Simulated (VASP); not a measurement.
A run of VASP 6.6.1 is set up as follows.

POSCAR

```
In2O3
1.0
    3.3852630266      0.0000000000      0.0000000000
   -1.6926315133      2.9317237795      0.0000000000
    0.0000000000      0.0000000000      6.0348245829
In O
2 3
Direct
    0.3333333333      0.6666666667      0.2370762018
    0.6666666667      0.3333333333      0.7629237982
    0.0000000000      0.0000000000      0.0000000000
    0.3333333333      0.6666666667      0.6542365645
    0.6666666667      0.3333333333      0.3457634355
```

Contents of INCAR.step1:

```
SYSTEM = In2O3
ALGO = Normal
EDIFF = 1E-4
ENCUT = 520
GGA = PE
ISMEAR = 0
LASPH = .True.
LCHARG = .False.
LREAL = .False.
LWAVE = .True.
NBANDS = 30
NELM = 80
PREC = Accurate
SIGMA = 0.01
```

INCAR.step2

```
SYSTEM = In2O3
ALGO = Normal
EDIFF = 1E-6
ENCUT = 520
ISIF = 2
ISMEAR = 0
ISTART = 1
LASPH = .True.
LCHARG = .True.
LELF = .True.
LMIXTAU = .True.
LREAL = .False.
LVHAR = .True.
LWAVE = .False.
METAGGA = R2SCAN
NBANDS = 30
NELM = 80
PREC = Accurate
SIGMA = 0.01
```

Contents of KPOINTS:

```
k-points
0
Gamma
  9 9 4
  0 0 0
```

Potentials or basis: VASP PAW PBE potentials, release 64 (In_d, O).

Launch:

```sh
$ cat potpaw_PBE.64/In_d/POTCAR potpaw_PBE.64/O/POTCAR > POTCAR
$ cp INCAR.step1 INCAR
$ mpirun -np 1 vasp_std > vasp.out
$ cp INCAR.step2 INCAR
$ mpirun -np 1 vasp_std > vasp.out
```

Question: Estimate the largest force.

Answer: 0.199 eV/Å.

Question: What does it give for the band gap on the k mesh?

Answer: 1.53 eV (least direct gap 1.53 eV).

Stress tensor (GPa, compression positive):
```
8.16 0.00 0.00
0.00 8.16 0.00
0.00 0.00 5.01
```

Caveat: the cell stands under pressure; the PAW data sets were made with another functional, which shifts forces and pressure a little; spin-orbit coupling is left out, which moves the levels of the heavy elements.
